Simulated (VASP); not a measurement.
# Os (P6_3/mmc) in VASP: further runs, part 2 of 2

VASP 6.6.1.

### Step 5. Single point, PBEsol

Input file INCAR:

```
SYSTEM = Os
PREC     = Accurate       ! precision mode
ENCUT    = 520            ! plane-wave cutoff, eV
EDIFF    = 1E-6           ! SCF threshold, eV
ISMEAR   = 0              ! smearing method
SIGMA    = 0.01           ! smearing width, eV
LREAL    = .False.        ! projectors in reciprocal space
LASPH    = .True.         ! aspherical terms in the spheres
NELM     = 60             ! most SCF steps
ALGO     = Normal         ! electronic algorithm
ISIF     = 2              ! what is computed and relaxed
LWAVE    = .False.        ! write WAVECAR
LCHARG   = .True.         ! write CHGCAR
GGA      = PS             ! functional
LELF     = .True.         ! ELF
LVHAR    = .True.       
NBANDS   = 15             ! bands
```

Input file KPOINTS:

```
regular mesh
0
Gamma
  7 7 4
  0 0 0
```

Input file POSCAR:

```
Os
1.0
    2.7341000000      0.0000000000      0.0000000000
   -1.3670500000      2.3678000600      0.0000000000
    0.0000000000      0.0000000000      4.3197000000
Os
2
Direct
    0.3333333300      0.6666666700      0.2500000000
    0.6666666700      0.3333333300      0.7500000000
```

Potentials or basis: VASP PAW PBE potentials, release 64 (Os).

Command:

```
$ cat potpaw_PBE.64/Os/POTCAR > POTCAR
$ mpirun -np 1 vasp_std > vasp.out
```

OUTCAR:

```text
SYSTEM = Os
   PREC = Accurate
   ENCUT = 520
   EDIFF = 1E-6
   ISMEAR = 0
   LREAL = .False.
   LASPH = .True.
   NELM = 60
   ISIF = 2
   GGA = PS

 ion  position               nearest neighbor table
   1  0.333  0.667  0.250-   2 2.68   2 2.68   2 2.68   2 2.68   2 2.68   2 2.68
   2  0.667  0.333  0.750-   1 2.68   1 2.68   1 2.68   1 2.68   1 2.68   1 2.68

  LATTYP: Found a hexagonal cell.
 ALAT       =     2.7341000000
 C/A-ratio  =     1.5799348963

  Lattice vectors:

[... 619 lines left out ...]

  FORCE on cell =-STRESS in cart. coord.  units (eV):
  Direction    XX          YY          ZZ          XY          YZ          ZX
  --------------------------------------------------------------------------------------
  -------------------------------------------------------------------------------------
  Total        0.1553731      0.1553731     -1.2519722      0.0000000     -0.0000000      0.0000000
  in kB        8.9017086      8.9017086    -71.7285820      0.0000000     -0.0000000      0.0000000
  external PRESSURE =     -17.9750549 kB  Pullay stress =       0.0000000 kB

 VOLUME and BASIS-vectors are now :
 -----------------------------------------------------------------------------
  energy-cutoff  :      520.00
  volume of cell :       27.96
      direct lattice vectors                 reciprocal lattice vectors
     2.734100000  0.000000000  0.000000000     0.365751070  0.211166478  0.000000000
    -1.367050000  2.367800060  0.000000000     0.000000000  0.422332957  0.000000000
     0.000000000  0.000000000  4.319700000     0.000000000  0.000000000  0.231497558

 POSITION                                       TOTAL-FORCE (eV/Angst)
 -----------------------------------------------------------------------------------
     -0.00000      1.57853      1.07993        -0.000000      0.000000      0.000000
      1.36705      0.78927      3.23977         0.000000     -0.000000      0.000000
 -----------------------------------------------------------------------------------
    total drift:                               -0.000000      0.000000     -0.000000

  FREE ENERGIE OF THE ION-ELECTRON SYSTEM (eV)
  ---------------------------------------------------
  free  energy   TOTEN  =       -24.4103847637 eV

  energy  without entropy=      -24.4103829812  energy(sigma->0) =      -24.41038387
```

OSZICAR:

```text
N       E                     dE             d eps       ncg     rms          rms(c)
DAV:   1     0.100263565449E+03    0.10026E+03   -0.74378E+03   720   0.102E+03
DAV:   2    -0.210556641794E+02   -0.12132E+03   -0.10529E+03   734   0.321E+02
DAV:   3    -0.259524315849E+02   -0.48968E+01   -0.47183E+01   965   0.571E+01
DAV:   4    -0.259914718438E+02   -0.39040E-01   -0.38994E-01   790   0.531E+00
DAV:   5    -0.259916876877E+02   -0.21584E-03   -0.21584E-03   965   0.363E-01    0.243E+01
DAV:   6    -0.247766330966E+02    0.12151E+01   -0.10395E+00   909   0.863E+00    0.108E+01
DAV:   7    -0.244203719395E+02    0.35626E+00   -0.68825E-01   916   0.694E+00    0.516E-01
DAV:   8    -0.244130598181E+02    0.73121E-02   -0.69460E-03   741   0.624E-01    0.284E-01
DAV:   9    -0.244103840528E+02    0.26758E-02   -0.12768E-03   895   0.381E-01    0.565E-02
DAV:  10    -0.244104089477E+02   -0.24895E-04   -0.58923E-05   874   0.682E-02    0.127E-02
DAV:  11    -0.244103852121E+02    0.23736E-04   -0.52623E-06   825   0.243E-02    0.170E-03
DAV:  12    -0.244103847637E+02    0.44840E-06   -0.10611E-07   444   0.335E-03
   1 F= -.24410385E+02 E0= -.24410384E+02  d E =-.178251E-05
```

stdout:

```text
POSCAR found type information on POSCAR Os
 POSCAR found :  1 types and       2 ions
 scaLAPACK will be used
 -----------------------------------------------------------------------------
|                                                                             |
|                                                                             |
|     You enforced a specific xc type in the INCAR file but a different       |
|     I HOPE YOU KNOW WHAT YOU ARE DOING!                                     |
|                                                                             |
 -----------------------------------------------------------------------------

 LDA part: xc-table for (Slater+PW92), standard interpolation
 POSCAR, INCAR and KPOINTS ok, starting setup
 FFT: planning ... GRIDC
 FFT: planning ... GRID_SOFT
 FFT: planning ... GRID
 WAVECAR not read
 entering main loop
```

It took 20 s on 1 thread of Intel Xeon 8259CL, shared host; peak memory 0.14 GiB.

Results:

* Free energy: -24.4104 eV
* Pressure: -1.8 GPa
* Band gap on the k mesh: zero (band 8 reaches 11.09 eV, above the bottom of band 9 at 7.73 eV)

Caveat: the k points lie up to 0.38 Å⁻¹ apart; the PAW data sets were made with another functional, which shifts forces and pressure a little; spin-orbit coupling is left out, which moves the levels of the heavy elements.

### Step 6. Summary

```tsv
k mesh	gap on the mesh (eV)	pressure (GPa)
3 × 3 × 2	none	7.1
4 × 4 × 3	none	-2.3
6 × 6 × 3	none	-1.4
7 × 7 × 4	none	-1.8
```

Alike in all rows: task single point; level PBEsol; potentials or basis VASP PAW PBE potentials, release 64 (Os); no spin polarisation; cell as given; cutoff (eV) 520; smearing gaussian 0.01 eV.

Caveats: all runs use coarse meshes; the PAW data sets were made with another functional, which shifts forces and pressure a little; spin-orbit coupling is left out, which moves the levels of the heavy elements.

Total energies depend on the potentials used, so only differences within one code and one set of settings carry meaning.
